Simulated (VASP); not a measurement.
# Ga4As4H11 in VASP: single point with PBE

Aim: the single point of Ga4As4H11 with PBE.

All numbers are computed with VASP 6.6.1; they aren't measurements. Logs are shortened: lines on timing, memory, paths and dates and some standing lists are left out, and cuts for length are marked.

## (1) The cell of the first run

The cell holds a wire or tube with vacuum around it, 38 atoms: a = 16.600 Å, b = 15.900 Å, c = 9.912 Å, α = 90.00°, β = 90.00°, γ = 90.00°.

## (2) Single point, PBE

Input file INCAR:

```
SYSTEM = Ga4As4H11
  PREC = Accurate
  ENCUT = 520
  EDIFF = 1E-6
  ISMEAR = 0
  SIGMA = 0.05
  LREAL = Auto
  LASPH = .TRUE.
  NELM = 80
  ALGO = Normal
  ISIF = 2
  LWAVE = .FALSE.
  LCHARG = .FALSE.
  GGA = PE
  NBANDS = 108
  KPAR = 2
  NCORE = 2
```

Input file KPOINTS:

```
regular mesh
0
G
  1 1 6
  0 0 0
```

Input file POSCAR:

```
Ga4As4H11
1.0
   16.6000000000      0.0000000000      0.0000000000
    0.0000000000     15.9000000000      0.0000000000
    0.0000000000      0.0000000000      9.9120417947
Ga As H
8 8 22
Direct
    0.5579666120      0.5000000000     -0.0007894067
    0.4291214049      0.5000000000      0.3348054364
    0.3514777424      0.3658608806      0.0228736102
    0.6475813142      0.3374939111      0.3353553694
    0.5126538378      0.6372781827      0.6615367754
    0.3514777424      0.6341391194      0.0228736102
    0.6475813142      0.6625060889      0.3353553694
    0.5126538378      0.3627218173      0.6615367754
    0.6316789517      0.6250712382      0.0870457449
    0.5092767879      0.3763369747      0.4139450940
    0.3768893193      0.6422830032      0.7684528830
    0.6316789517      0.3749287618      0.0870457449
    0.5092767879      0.6236630253      0.4139450940
    0.3768893193      0.3577169968      0.7684528830
    0.4203380879      0.5000000000      0.0848708141
    0.5626561212      0.5000000000      0.7502784076
    0.5929479635      0.6970530833      0.0102564152
    0.7116918388      0.6268511473      0.0122713442
    0.4566447326      0.3019264705      0.3743447482
    0.3240930825      0.5811121225      0.6908844068
    0.3383773299      0.7218869421      0.7131420686
    0.3445952500      0.5000000000      0.4061609070
    0.5929479635      0.3029469167      0.0102564152
    0.7116918388      0.3731488527      0.0122713442
    0.4566447326      0.6980735295      0.3743447482
    0.3240930825      0.4188878775      0.6908844068
    0.3383773299      0.2781130579      0.7131420686
    0.2585031333      0.3750633407      0.0400633590
    0.4025130188      0.2895419538      0.0747281994
    0.7073501517      0.4052180723      0.3894786748
    0.6589146029      0.2403165536      0.3413976502
    0.5642345966      0.7119170147      0.7179684956
    0.2585031333      0.6249366593      0.0400633590
    0.4025130188      0.7104580462      0.0747281994
    0.7073501517      0.5947819277      0.3894786748
    0.6589146029      0.7596834464      0.3413976502
    0.5642345966      0.2880829853      0.7179684956
    0.6524614415      0.5000000000      0.7189405546
```

Potentials or basis: VASP PAW PBE potentials, release 64 (Ga_d, As, H).

On the command line:

```console
> cat potpaw_PBE.64/Ga_d/POTCAR potpaw_PBE.64/As/POTCAR potpaw_PBE.64/H/POTCAR > POTCAR
> mpirun -np 4 vasp_std > vasp.out
```

OUTCAR:

```text
SYSTEM = Ga4As4H11
   PREC = Accurate
   ENCUT = 520
   EDIFF = 1E-6
   ISMEAR = 0
   LREAL = Auto
   LASPH = .TRUE.
   NELM = 80
   ISIF = 2
   GGA = PE

 ion  position               nearest neighbor table
   1  0.558  0.500  0.999-  15 2.44  16 2.47   9 2.49  12 2.49
   2  0.429  0.500  0.335-  22 1.57  15 2.48  10 2.50  13 2.50
   3  0.351  0.366  0.023-  28 1.56  29 1.57  15 2.50  14 2.56
   4  0.648  0.337  0.335-  31 1.56  30 1.56  10 2.50  12 2.55
   5  0.513  0.637  0.662-  32 1.57  13 2.46  11 2.49  16 2.50
   6  0.351  0.634  0.023-  33 1.56  34 1.57  15 2.50  11 2.56
[... 8 lines left out ...]
  15  0.420  0.500  0.085-   1 2.44   2 2.48   3 2.50   6 2.50
  16  0.563  0.500  0.750-  38 1.52   1 2.47   8 2.50   5 2.50
  17  0.593  0.697  0.010-   9 1.52
  18  0.712  0.627  0.012-   9 1.52
  19  0.457  0.302  0.374-  10 1.52
  20  0.324  0.581  0.691-  11 1.52
  21  0.338  0.722  0.713-  11 1.52
  22  0.345  0.500  0.406-   2 1.57
[... 14 lines left out ...]
  37  0.564  0.288  0.718-   8 1.57
  38  0.652  0.500  0.719-  16 1.52

  LATTYP: Found a simple orthorhombic cell.
 ALAT       =     9.9120417947
 B/A-ratio  =     1.6041094589
 C/A-ratio  =     1.6747306301

  Lattice vectors:

 A1 = (   0.0000000000,   0.0000000000,  -9.9120417947)
 A2 = (   0.0000000000,  15.9000000000,   0.0000000000)
 A3 = (  16.6000000000,   0.0000000000,   0.0000000000)

Analysis of symmetry for initial positions (statically):
=====================================================================
 Subroutine PRICEL returns:
 Original cell was already a primitive cell.

 Routine SETGRP: Setting up the symmetry group for a
 simple orthorhombic supercell.

 Subroutine GETGRP returns: Found  2 space group operations
 (whereof  2 operations were pure point group operations)
 out of a pool of  8 trial point group operations.

The static configuration has the point symmetry C_1h.

Analysis of symmetry for dynamics (positions and initial velocities):
=====================================================================
 Subroutine PRICEL returns:
 Original cell was already a primitive cell.

 Routine SETGRP: Setting up the symmetry group for a
 simple orthorhombic supercell.

 Subroutine GETGRP returns: Found  2 space group operations
 (whereof  2 operations were pure point group operations)
 out of a pool of  8 trial point group operations.

The dynamic configuration has the point symmetry C_1h.

 Subroutine INISYM returns: Found  2 space group operations
 (whereof  2 operations are pure point group operations),
 and found     1 'primitive' translations

----------------------------------------------------------------------------------------

                                     Primitive cell

  volume of cell :    2616.1843

  direct lattice vectors                    reciprocal lattice vectors
    16.600000000  0.000000000  0.000000000     0.060240964  0.000000000  0.000000000
     0.000000000 15.900000000  0.000000000     0.000000000  0.062893082  0.000000000
     0.000000000  0.000000000  9.912041795     0.000000000  0.000000000  0.100887387

  length of vectors
    16.600000000 15.900000000  9.912041795     0.060240964  0.062893082  0.100887387

  position of ions in fractional coordinates (direct lattice)
     0.557966612  0.500000000  0.999210593
     0.429121405  0.500000000  0.334805436
     0.351477742  0.365860881  0.022873610
     0.647581314  0.337493911  0.335355369
     0.512653838  0.637278183  0.661536775
     0.351477742  0.634139119  0.022873610
[... 30 lines left out ...]
     0.564234597  0.288082985  0.717968496
     0.652461442  0.500000000  0.718940555

  ion indices of the primitive-cell ions
   primitive index   ion index
                 1           1
                 2           2
                 3           3
                 4           4
                 5           5
                 6           6
[... 30 lines left out ...]
                37          37
                38          38

----------------------------------------------------------------------------------------

 KPOINTS: regular mesh

Automatic generation of k-mesh.
 Grid dimensions read from file:
 generate k-points for:    1    1    6

 Generating k-lattice:

  Cartesian coordinates                     Fractional coordinates (reciprocal lattice)
     0.060240964  0.000000000  0.000000000     1.000000000  0.000000000  0.000000000
     0.000000000  0.062893082  0.000000000     0.000000000  1.000000000  0.000000000
     0.000000000  0.000000000  0.016814565     0.000000000  0.000000000  0.166666667

  Length of vectors
     0.060240964  0.062893082  0.016814565

  Shift w.r.t. Gamma in fractional coordinates (k-lattice)
     0.000000000  0.000000000  0.000000000

 Subroutine IBZKPT returns following result:
 ===========================================

 Found      4 irreducible k-points:

 Following reciprocal coordinates:
            Coordinates               Weight
  0.000000  0.000000  0.000000      1.000000
  0.000000  0.000000  0.166667      2.000000
  0.000000  0.000000  0.333333      2.000000
  0.000000  0.000000  0.500000      1.000000
   k-points           NKPTS =      4   k-points in BZ     NKDIM =      4   number of bands    NBANDS=    108
   number of dos      NEDOS =    301   number of ions     NIONS =     38
   total plane-waves  NPLWV = ******
   dimension x,y,z NGX =   126 NGY =  120 NGZ =   80
   dimension x,y,z NGXF=   252 NGYF=  240 NGZF=  160
   ions per type =               8   8  22
   NGX,Y,Z   is equivalent  to a cutoff of  12.62, 12.55, 13.42 a.u.
   NGXF,Y,Z  is equivalent  to a cutoff of  25.24, 25.09, 26.84 a.u.
 SYSTEM =  Ga4As4H11
   PREC   = accura    normal or accurate (medium, high low for compatibility)
   ISTART =      0    job   : 0-new  1-cont  2-samecut
   ICHARG =      2    charge: 1-file 2-atom 10-const
   ISPIN  =      1    spin polarized calculation?
   LNONCOLLINEAR =      F non collinear calculations
   LSORBIT =      F    spin-orbit coupling
   LASPH  =      T    aspherical Exc in radial PAW
   ENCUT  =  520.0 eV  38.22 Ry    6.18 a.u.  30.86 29.56 18.43*2*pi/ulx,y,z
   NELM   =     80;   NELMIN=  2; NELMDL= -5     # of ELM steps
   EDIFF  = 0.1E-05   stopping-criterion for ELM
   LREAL  =      T    real-space projection
   EDIFFG = 0.1E-04   stopping-criterion for IOM
   NSW    =      0    number of steps for IOM
   IBRION =     -1    ionic relax: 0-MD 1-quasi-New 2-CG
   NFREE  =      0    steps in history (QN), initial steepest desc. (CG)
   ISIF   =      2    stress and relaxation
   ISYM   =      2    0-nonsym 1-usesym 2-fastsym
   POTIM  = 0.5000    time-step for ionic-motion
   TEBEG  =    0.0;   TEEND  =   0.0 temperature during run
   PSTRESS=    0.0 pullay stress
   NELECT =     166.0000    total number of electrons
   NUPDOWN=      -1.0000    fix difference up-down
   EMIN   =  10.00;   EMAX   =-10.00  energy-range for DOS
   EFERMI =   0.00;   METHOD = LEGACY
   ISMEAR =     0;   SIGMA  =   0.05  broadening in eV -4-tet -1-fermi 0-gaus
   EFERMI_NEDOS =   21; number of points for ismear=-14 and -15
   IALGO  =     38    algorithm
   IMIX   =      4    mixing-type and parameters
     AMIX     =   0.40;   BMIX     =  1.00
     AMIX_MAG =   1.60;   BMIX_MAG =  1.00
  volume/ion in A,a.u.               =      68.85       464.60
  Fermi-wavevector in a.u.,A,eV,Ry     =   0.652962  1.233920  5.800976  0.426360
  Thomas-Fermi vector in A             =   1.723050
   LORBIT       =      0    0 simple, 1 ext, 2 COOP (PROOUT), +10 PAW based schemes
   GGA     = PE    functional components
   LHFCALC =     F    Hartree Fock is set to
   AEXX    =    0.0000 exact exchange contribution
   IVDW    =     0    specifies the selected vdW correction
   LEPSILON=     F    determine dielectric tensor
   LRPA    =     F    only Hartree local field effects (RPA)
 non-spin polarized calculation
 Gauss-broadening in eV      SIGMA  =   0.05
  energy-cutoff  :      520.00
  volume of cell :     2616.18
 maximum number of plane-waves:     70467
 NGX is ok and might be reduce to   126
   NGX = 61   NGY = 59   NGZ = 37

 number of electron     165.9999995 magnetization

 Free energy of the ion-electron system (eV)
  ---------------------------------------------------
  ext. energy  EPLUGINS =         0.00000000
  ---------------------------------------------------
  free energy    TOTEN  =      -133.59736815 eV

  energy without entropy =     -133.59736815  energy(sigma->0) =     -133.59736815

 E-fermi :  -4.1843     XC(G=0):  -2.5028

 val. band max:       -4.4211669765   @ k =   0.0000   0.0000   0.0000
 cond. band min:      -1.1300888872   @ k =   0.0000   0.0000   0.3333
 fundamental gap:      3.2910780893
 Fermi energy:        -4.1843098070

 k-point     1 :       0.0000    0.0000    0.0000
  band No.  band energies     occupation
      1     -18.3101      2.00000
      2     -18.3011      2.00000
      3     -18.2813      2.00000
      4     -18.2215      2.00000
      5     -18.2114      2.00000
      6     -18.0466      2.00000
[... 87 lines left out ...]
     94       0.1166      0.00000
     95       0.1958      0.00000

 k-point     2 :       0.0000    0.0000    0.1667
  band No.  band energies     occupation
      1     -18.3101      2.00000
      2     -18.3011      2.00000
      3     -18.2813      2.00000
      4     -18.2215      2.00000
      5     -18.2114      2.00000
      6     -18.0466      2.00000
[... 87 lines left out ...]
     94       0.1264      0.00000
     95       0.2661      0.00000

 k-point     3 :       0.0000    0.0000    0.3333
  band No.  band energies     occupation
      1     -18.3101      2.00000
      2     -18.3011      2.00000
      3     -18.2813      2.00000
      4     -18.2215      2.00000
      5     -18.2114      2.00000
      6     -18.0466      2.00000
[... 87 lines left out ...]
     94       0.1794      0.00000
     95       0.2585      0.00000

 k-point     4 :       0.0000    0.0000    0.5000
  band No.  band energies     occupation
      1     -18.3101      2.00000
      2     -18.3011      2.00000
      3     -18.2813      2.00000
      4     -18.2215      2.00000
      5     -18.2114      2.00000
      6     -18.0466      2.00000
[... 87 lines left out ...]
     94       0.1408      0.00000
     95       0.2015      0.00000
 [bands above 95 left out]

------------------------ aborting loop because EDIFF is reached ----------------------------------------

  FORCE on cell =-STRESS in cart. coord.  units (eV):
  Direction    XX          YY          ZZ          XY          YZ          ZX
  --------------------------------------------------------------------------------------
  -------------------------------------------------------------------------------------
  Total        0.3755996      0.2481306      0.3457670      0.0000000      0.0000000      0.0646889
  in kB        0.2300209      0.1519576      0.2117511      0.0000000      0.0000000      0.0396162
  external PRESSURE =       0.1979099 kB  Pullay stress =       0.0000000 kB

 VOLUME and BASIS-vectors are now :
 -----------------------------------------------------------------------------
  energy-cutoff  :      520.00
  volume of cell :     2616.18
      direct lattice vectors                 reciprocal lattice vectors
    16.600000000  0.000000000  0.000000000     0.060240964  0.000000000  0.000000000
     0.000000000 15.900000000  0.000000000     0.000000000  0.062893082  0.000000000
     0.000000000  0.000000000  9.912041795     0.000000000  0.000000000  0.100887387

 POSITION                                       TOTAL-FORCE (eV/Angst)
 -----------------------------------------------------------------------------------
      9.26225      7.95000      9.90422         0.018497     -0.000000      0.013844
      7.12342      7.95000      3.31861        -0.027866     -0.000000      0.019256
      5.83453      5.81719      0.22672        -0.020312     -0.033457      0.015576
     10.74985      5.36615      3.32406         0.021024     -0.016330      0.011077
      8.51005     10.13272      6.55718         0.020914      0.028228      0.006681
      5.83453     10.08281      0.22672        -0.020312      0.033457      0.015576
[... 30 lines left out ...]
      9.36629      4.58052      7.11653        -0.009714      0.018401     -0.008251
     10.83086      7.95000      7.12617         0.073874     -0.000000     -0.014224
 -----------------------------------------------------------------------------------
    total drift:                                0.017361     -0.000000     -0.012672

  FREE ENERGIE OF THE ION-ELECTRON SYSTEM (eV)
  ---------------------------------------------------
  free  energy   TOTEN  =      -133.5973681539 eV

  energy  without entropy=     -133.5973681539  energy(sigma->0) =     -133.59736815
```

Run time: 23 min. Hardware: 4 MPI ranks of Oxide Virtual Turin-like, shared host; peak memory 1.4 GiB.

What came out:

- Free energy: -133.5974 eV
- Largest force: 0.115 eV/Å
- Band gap on the k mesh: 3.29 eV (least direct gap 3.34 eV)

Forces in eV/Å, atoms in the order of the input:
```
Ga   0.018  0.000  0.014
Ga  -0.028  0.000  0.019
Ga  -0.020 -0.033  0.016
Ga   0.021 -0.016  0.011
Ga   0.021  0.028  0.007
Ga  -0.020  0.033  0.016
Ga   0.021  0.016  0.011
Ga   0.021 -0.028  0.007
As  -0.032 -0.058  0.078
As   0.050  0.058  0.007
As   0.079 -0.009  0.083
As  -0.032  0.058  0.078
As   0.050 -0.058  0.007
As   0.079  0.009  0.083
As  -0.011  0.000  0.003
As  -0.068  0.000  0.006
H   -0.035  0.058 -0.042
H    0.073  0.005 -0.040
H   -0.045 -0.057 -0.019
H   -0.053 -0.054 -0.047
H   -0.037  0.066 -0.031
H    0.017  0.000 -0.018
H   -0.035 -0.058 -0.042
H    0.073 -0.005 -0.040
H   -0.045  0.057 -0.019
H   -0.053  0.054 -0.047
H   -0.037 -0.066 -0.031
H    0.017  0.001 -0.004
H   -0.011  0.017 -0.006
H   -0.013 -0.011 -0.008
H   -0.006  0.021 -0.001
H   -0.010 -0.018 -0.008
H    0.017 -0.001 -0.004
H   -0.011 -0.017 -0.006
H   -0.013  0.011 -0.008
H   -0.006 -0.021 -0.001
H   -0.010  0.018 -0.008
H    0.074  0.000 -0.014
```

Levels at points of the mesh, in eV from the valence-band top:
```csv
k point,band 81,band 82,band 83,band 84,band 85,band 86
"(0.00, 0.00, 0.00)",-0.48,-0.36,0.00,3.34,3.40,3.72
"(0.00, 0.00, 0.50)",-0.55,-0.43,-0.32,3.30,3.31,3.46
```
